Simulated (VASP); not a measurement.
A run of VASP 6.6.1 is set up as follows.

The input INCAR:

```
  ALGO = Normal
  EDIFF = 1E-7
  ENCUT = 520
  GGA = CA
  ISIF = 2
  ISMEAR = 0
  LASPH = True
  LCHARG = False
  LREAL = False
  LWAVE = False
  NBANDS = 12
  NELM = 100
  PREC = Accurate
  SIGMA = 0.05
```

Contents of KPOINTS:

```
k-points
0
Gamma
  8 8 8
```

The input POSCAR:

```
CsH
1.0
    0.1493578000      3.1880000000      3.1880000000
    3.1880000000      0.1493578000      3.1880000000
    3.3373578000      3.3373578000      0.0000000000
Cs H
1 1
Direct
    0.0000000000      0.0000000000      0.0000000000
    0.5000000000      0.5000000000      0.5000000000
```

Potentials or basis: VASP PAW LDA potentials, release 64 (Cs_sv, H).

Launch:

```sh
$ cat potpaw_LDA.64/Cs_sv/POTCAR potpaw_LDA.64/H/POTCAR > POTCAR
$ mpirun -np 1 vasp_std > vasp.out
```

Task: Predict the band gap on the k mesh.

Result: 1.88 eV (least direct gap 1.93 eV).

Task: Predict the pressure.

Result: -1.3 GPa.

Stress tensor (GPa, compression positive):
```
-1.24 -0.52  0.00
-0.52 -1.24  0.00
 0.00  0.00 -1.29
```

Caveat: the cell differs from its parent crystal (strain +0.0937 x Voigt [0, 0, 0, 0, 0, 1]); spin-orbit coupling is left out, which moves the levels of the heavy elements. A k mesh can miss the band edges.
